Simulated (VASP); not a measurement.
# CdS in VASP: notebook

The runs below take CdS through single point, with r2SCAN, PBEsol.

Program: VASP 6.6.1. These are calculated values, not measurements. Logs are shortened: lines on timing, memory, paths and dates and some standing lists are left out, and cuts for length are marked.

### 1 The cell of the first run

The structure is orthorhombic, space group Pmmn (No. 59). The conventional cell has a = 3.806 Å, b = 5.381 Å, c = 3.806 Å, α = 90.00°, β = 90.00°, γ = 90.00°. Within 3.5 Å of Cd (site symmetry mm2) lie 6 S at 2.69 to 2.70 Å. Within 3.5 Å of S (site symmetry mm2) lie 6 Cd at 2.69 to 2.70 Å.

### 2 Single point, r2SCAN (functional r2SCAN, strained)

POSCAR

```
CdS
1.0
    3.8062769730      0.0000000000      0.0000000000
    0.0000000000      5.3812003291      0.0000000000
    0.0000000000      0.0000000000      3.8059528214
Cd S
2 2
Direct
    0.5000000000      0.5000000000      0.2430260000
    0.0000000000      0.0000000000      0.7569740000
    0.5000000000      0.0000000000      0.2551630000
    0.0000000000      0.5000000000      0.7448370000
```

INCAR.step1

```
PREC = Accurate
ENCUT = 520
ISMEAR = 0
SIGMA = 0.05
LREAL = False
LASPH = True
NELM = 100
NBANDS = 26
GGA = PE
ALGO = Normal
EDIFF = 1E-4
LWAVE = True
LCHARG = False
```

INCAR.step2

```
PREC = Accurate
ENCUT = 520
EDIFF = 1E-7
ISMEAR = 0
SIGMA = 0.05
LREAL = False
LASPH = True
NELM = 100
ALGO = Normal
ISIF = 2
LWAVE = False
LCHARG = True
METAGGA = R2SCAN
LMIXTAU = True
LELF = True
LVHAR = True
NBANDS = 26
ISTART = 1
```

KPOINTS

```
regular mesh
0
Gamma
  10 8 10
```

Potentials or basis: VASP PAW PBE potentials, release 64 (Cd, S).

Run with:

```
$ cat potpaw_PBE.64/Cd/POTCAR potpaw_PBE.64/S/POTCAR > POTCAR
$ cp INCAR.step1 INCAR
$ mpirun -np 1 vasp_std > vasp.out
$ cp INCAR.step2 INCAR
$ mpirun -np 1 vasp_std > vasp.out
```

OUTCAR:

```text
PREC = Accurate
   ENCUT = 520
   EDIFF = 1E-7
   ISMEAR = 0
   LREAL = False
   LASPH = True
   NELM = 100
   ISIF = 2
   METAGGA = R2SCAN
   ISTART = 1

 ion  position               nearest neighbor table
   1  0.500  0.500  0.243-   4 2.69   4 2.69   3 2.69   3 2.69   4 2.70   4 2.70   2 3.78   2 3.78
                             2 3.78   2 3.78
   2  0.000  0.000  0.757-   3 2.69   3 2.69   4 2.69   4 2.69   3 2.70   3 2.70   1 3.78   1 3.78
                             1 3.78   1 3.78
   3  0.500  0.000  0.255-   2 2.69   2 2.69   1 2.69   1 2.69   2 2.70   2 2.70
   4  0.000  0.500  0.745-   1 2.69   1 2.69   2 2.69   2 2.69   1 2.70   1 2.70

  LATTYP: Found a simple orthorhombic cell.
 ALAT       =     3.8059528214
 B/A-ratio  =     1.0000851696
 C/A-ratio  =     1.4138904452

  Lattice vectors:

 A1 = (   0.0000000000,   0.0000000000,   3.8059528214)
 A2 = (   3.8062769730,   0.0000000000,   0.0000000000)
 A3 = (   0.0000000000,   5.3812003291,   0.0000000000)

Analysis of symmetry for initial positions (statically):
=====================================================================
 Subroutine PRICEL returns:
 Original cell was already a primitive cell.

 Routine SETGRP: Setting up the symmetry group for a
 simple orthorhombic supercell.

 Subroutine GETGRP returns: Found  8 space group operations
 (whereof  4 operations were pure point group operations)
 out of a pool of  8 trial point group operations.

The static configuration has the point symmetry C_2v.
 The point group associated with its full space group is D_2h.

Analysis of symmetry for dynamics (positions and initial velocities):
=====================================================================
 Subroutine PRICEL returns:
 Original cell was already a primitive cell.

 Routine SETGRP: Setting up the symmetry group for a
 simple orthorhombic supercell.

 Subroutine GETGRP returns: Found  8 space group operations
 (whereof  4 operations were pure point group operations)
 out of a pool of  8 trial point group operations.

The dynamic configuration has the point symmetry C_2v.
 The point group associated with its full space group is D_2h.

 Subroutine INISYM returns: Found  8 space group operations
 (whereof  4 operations are pure point group operations),
 and found     1 'primitive' translations

----------------------------------------------------------------------------------------

                                     Primitive cell

  volume of cell :      77.9548

  direct lattice vectors                    reciprocal lattice vectors
     3.806276973  0.000000000  0.000000000     0.262723918  0.000000000  0.000000000
     0.000000000  5.381200329  0.000000000     0.000000000  0.185832145  0.000000000
     0.000000000  0.000000000  3.805952821     0.000000000  0.000000000  0.262746294

  length of vectors
     3.806276973  5.381200329  3.805952821     0.262723918  0.185832145  0.262746294

  position of ions in fractional coordinates (direct lattice)
     0.500000000  0.500000000  0.243026000
     0.000000000  0.000000000  0.756974000
     0.500000000  0.000000000  0.255163000
     0.000000000  0.500000000  0.744837000

  ion indices of the primitive-cell ions
   primitive index   ion index
                 1           1
                 2           2
                 3           3
                 4           4

----------------------------------------------------------------------------------------

 KPOINTS: regular mesh

Automatic generation of k-mesh.
 Grid dimensions read from file:
 generate k-points for:   10    8   10

 Generating k-lattice:

  Cartesian coordinates                     Fractional coordinates (reciprocal lattice)
     0.026272392  0.000000000  0.000000000     0.100000000  0.000000000  0.000000000
     0.000000000  0.023229018  0.000000000     0.000000000  0.125000000  0.000000000
     0.000000000  0.000000000  0.026274629     0.000000000  0.000000000  0.100000000

  Length of vectors
     0.026272392  0.023229018  0.026274629

  Shift w.r.t. Gamma in fractional coordinates (k-lattice)
     0.000000000  0.000000000  0.000000000

 Subroutine IBZKPT returns following result:
 ===========================================

 Found    180 irreducible k-points:

 Following reciprocal coordinates:
            Coordinates               Weight
  0.000000  0.000000  0.000000      1.000000
  0.100000  0.000000  0.000000      2.000000
  0.200000  0.000000  0.000000      2.000000
  0.300000  0.000000  0.000000      2.000000
  0.400000  0.000000  0.000000      2.000000
  0.500000  0.000000  0.000000      1.000000
[... 16 lines left out ...]
  0.400000  0.375000  0.000000      4.000000
  0.500000  0.375000  0.000000      2.000000
 [... further k-points ...]
   k-points           NKPTS =    180   k-points in BZ     NKDIM =    180   number of bands    NBANDS=     26
   number of dos      NEDOS =    301   number of ions     NIONS =      4
   total plane-waves  NPLWV =  31360
   dimension x,y,z NGX =    28 NGY =   40 NGZ =   28
   dimension x,y,z NGXF=    56 NGYF=   80 NGZF=   56
   ions per type =               2   2
   NGX,Y,Z   is equivalent  to a cutoff of  12.23, 12.36, 12.23 a.u.
   NGXF,Y,Z  is equivalent  to a cutoff of  24.46, 24.72, 24.46 a.u.
 SYSTEM =  unknown system
   PREC   = accura    normal or accurate (medium, high low for compatibility)
   ISTART =      1    job   : 0-new  1-cont  2-samecut
   ICHARG =      0    charge: 1-file 2-atom 10-const
   ISPIN  =      1    spin polarized calculation?
   LNONCOLLINEAR =      F non collinear calculations
   LSORBIT =      F    spin-orbit coupling
   LASPH  =      T    aspherical Exc in radial PAW
   ENCUT  =  520.0 eV  38.22 Ry    6.18 a.u.   7.08 10.01  7.08*2*pi/ulx,y,z
   NELM   =    100;   NELMIN=  2; NELMDL=  0     # of ELM steps
   EDIFF  = 0.1E-06   stopping-criterion for ELM
   LREAL  =      F    real-space projection
   EDIFFG = 0.1E-05   stopping-criterion for IOM
   NSW    =      0    number of steps for IOM
   IBRION =     -1    ionic relax: 0-MD 1-quasi-New 2-CG
   NFREE  =      0    steps in history (QN), initial steepest desc. (CG)
   ISIF   =      2    stress and relaxation
   ISYM   =      2    0-nonsym 1-usesym 2-fastsym
   POTIM  = 0.5000    time-step for ionic-motion
   TEBEG  =    0.0;   TEEND  =   0.0 temperature during run
   PSTRESS=    0.0 pullay stress
   NELECT =      36.0000    total number of electrons
   NUPDOWN=      -1.0000    fix difference up-down
   EMIN   =  10.00;   EMAX   =-10.00  energy-range for DOS
   EFERMI =   0.00;   METHOD = LEGACY
   ISMEAR =     0;   SIGMA  =   0.05  broadening in eV -4-tet -1-fermi 0-gaus
   EFERMI_NEDOS =   21; number of points for ismear=-14 and -15
   IALGO  =     38    algorithm
   IMIX   =      4    mixing-type and parameters
     AMIX     =   0.40;   BMIX     =  1.00
     AMIX_MAG =   1.60;   BMIX_MAG =  1.00
  volume/ion in A,a.u.               =      19.49       131.52
  Fermi-wavevector in a.u.,A,eV,Ry     =   1.265401  2.391260 21.786173  1.601239
  Thomas-Fermi vector in A             =   2.398656
   LORBIT       =      0    0 simple, 1 ext, 2 COOP (PROOUT), +10 PAW based schemes
   METAGGA = R2SCAN    functional components
   LHFCALC =     F    Hartree Fock is set to
   AEXX    =    0.0000 exact exchange contribution
   IVDW    =     0    specifies the selected vdW correction
   LEPSILON=     F    determine dielectric tensor
   LRPA    =     F    only Hartree local field effects (RPA)
 non-spin polarized calculation
 Gauss-broadening in eV      SIGMA  =   0.05
  energy-cutoff  :      520.00
  volume of cell :       77.95
 maximum number of plane-waves:      2116
   NGX = 15   NGY = 21   NGZ = 15

 number of electron      35.9999987 magnetization

 Free energy of the ion-electron system (eV)
  ---------------------------------------------------
  ext. energy  EPLUGINS =         0.00000000
  ---------------------------------------------------
  free energy    TOTEN  =       -59.00409168 eV

  energy without entropy =      -59.00409168  energy(sigma->0) =      -59.00409168

 E-fermi :   3.4185     XC(G=0): -11.2179

 val. band max:        3.1604548736   @ k =   0.5000   0.5000   0.0000
 cond. band min:       3.8903396923   @ k =   0.5000   0.0000   0.5000
 fundamental gap:      0.7298848187
 Fermi energy:         3.4185054052

 k-point     1 :       0.0000    0.0000    0.0000
  band No.  band energies     occupation
      1     -10.4827      2.00000
      2      -9.4912      2.00000
      3      -4.9649      2.00000
      4      -4.7904      2.00000
      5      -4.7903      2.00000
      6      -4.7881      2.00000
[... 18 lines left out ...]
     25      14.2430      0.00000
     26      15.1351      0.00000

 k-point     2 :       0.1000    0.0000    0.0000
  band No.  band energies     occupation
      1     -10.4186      2.00000
      2      -9.4603      2.00000
      3      -4.9531      2.00000
      4      -4.8233      2.00000
      5      -4.8089      2.00000
      6      -4.7956      2.00000
[... 18 lines left out ...]
     25      13.8980      0.00000
     26      14.1340      0.00000

 k-point     3 :       0.2000    0.0000    0.0000
  band No.  band energies     occupation
      1     -10.2361      2.00000
      2      -9.3830      2.00000
      3      -4.9294      2.00000
      4      -4.9066      2.00000
      5      -4.8665      2.00000
      6      -4.8203      2.00000
[... 18 lines left out ...]
     25      13.0520      0.00000
     26      13.2179      0.00000

 k-point     4 :       0.3000    0.0000    0.0000
  band No.  band energies     occupation
      1      -9.9664      2.00000
      2      -9.3054      2.00000
      3      -5.0038      2.00000
      4      -4.9653      2.00000
      5      -4.9311      2.00000
      6      -4.9269      2.00000
[... 18 lines left out ...]
     25      12.2465      0.00000
     26      12.2709      0.00000
[... 496 lines left out ...]
      1      -9.6317      2.00000
      2      -9.3554      2.00000
      3      -5.0860      2.00000
      4      -5.0483      2.00000
      5      -5.0245      2.00000
      6      -5.0001      2.00000
[... 18 lines left out ...]
     25      11.0552      0.00000
     26      11.8800      0.00000

 k-point    23 :       0.4000    0.3750    0.0000
  band No.  band energies     occupation
      1      -9.3947      2.00000
      2      -9.2383      2.00000
      3      -5.1294      2.00000
      4      -5.1282      2.00000
      5      -5.1126      2.00000
      6      -5.0596      2.00000
[... 18 lines left out ...]
     25      10.9664      0.00000
     26      11.9546      0.00000

 k-point    24 :       0.5000    0.3750    0.0000
  band No.  band energies     occupation
      1      -9.2434      2.00000
      2      -9.2434      2.00000
      3      -5.1570      2.00000
      4      -5.1570      2.00000
      5      -5.1296      2.00000
      6      -5.1296      2.00000
[... 18 lines left out ...]
     25      11.4981      0.00000
     26      11.4981      0.00000

 [... further k-points ...]

------------------------ aborting loop because EDIFF is reached ----------------------------------------

  FORCE on cell =-STRESS in cart. coord.  units (eV):
  Direction    XX          YY          ZZ          XY          YZ          ZX
  --------------------------------------------------------------------------------------
  -------------------------------------------------------------------------------------
  Total        2.0071629      2.0113461      2.0041463      0.0000000      0.0000000      0.0000000
  in kB       41.2524980     41.3384738     41.1904984      0.0000000      0.0000000      0.0000000
  external PRESSURE =      41.2604901 kB  Pullay stress =       0.0000000 kB

 VOLUME and BASIS-vectors are now :
 -----------------------------------------------------------------------------
  energy-cutoff  :      520.00
  volume of cell :       77.95
      direct lattice vectors                 reciprocal lattice vectors
     3.806276973  0.000000000  0.000000000     0.262723918  0.000000000  0.000000000
     0.000000000  5.381200329  0.000000000     0.000000000  0.185832145  0.000000000
     0.000000000  0.000000000  3.805952821     0.000000000  0.000000000  0.262746294

 POSITION                                       TOTAL-FORCE (eV/Angst)
 -----------------------------------------------------------------------------------
      1.90314      2.69060      0.92495         0.000000      0.000000      0.028158
      0.00000      0.00000      2.88101         0.000000      0.000000     -0.028158
      1.90314      0.00000      0.97114         0.000000      0.000000     -0.020200
      0.00000      2.69060      2.83481         0.000000      0.000000      0.020200
 -----------------------------------------------------------------------------------
    total drift:                                0.000000      0.000000      0.000000

  FREE ENERGIE OF THE ION-ELECTRON SYSTEM (eV)
  ---------------------------------------------------
  free  energy   TOTEN  =       -59.0040916807 eV

  energy  without entropy=      -59.0040916807  energy(sigma->0) =      -59.00409168
```

It took 9.1 min on 1 thread of AMD EPYC 9R45 (Zen 5), shared host; peak memory 0.37 GiB.

What came out:

| Property | Result |
| --- | --- |
| Free energy | -59.0041 eV |
| Pressure | 4.1 GPa |
| Largest force | 0.028 eV/Å |
| Band gap on the k mesh | 0.73 eV |

Forces on the atoms (eV/Å):
```
Cd   0.000  0.000  0.028
Cd   0.000  0.000 -0.028
S    0.000  0.000 -0.020
S    0.000  0.000  0.020
```

Caveat: the cell differs from its parent crystal (functional r2SCAN, strained); the PAW data sets were made with another functional, which shifts forces and pressure a little. A k mesh can miss the band edges.

(Continued in part 2 of 2.)
